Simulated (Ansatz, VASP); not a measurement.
**Na in VASP and in Ansatz**

```
CELL_PARAMETERS angstrom
-2.06836 2.06836 2.06836
2.06836 -2.06836 2.06836
2.06836 2.06836 -2.06836
ATOMIC_POSITIONS crystal
Na 0.00000 0.00000 0.00000
```

Change from the starting cell: volume scaled by 0.95, crystal datasets.

Alike in both runs: task electric field gradients; functional PBEsol; k mesh 12 × 12 × 12; occupations fermi-dirac, width 0.05 eV; no spin polarisation.

|  | VASP | Ansatz |
| --- | --- | --- |
| version | VASP 6.6.1 | Ansatz 0.2.0 |
| potentials or method | VASP PAW PBE potentials, release 64 (Na_pv), cutoff 400 eV | all-electron PAW with datasets made for the crystal, scalar-relativistic |

```tsv
	VASP	Ansatz	Ansatz less VASP
pressure (GPa)	0.0	0.2	+0.22
```

VASP's potentials were made for PBE, not for PBEsol. Ansatz ran all-electron here, and VASP with PAW potentials.
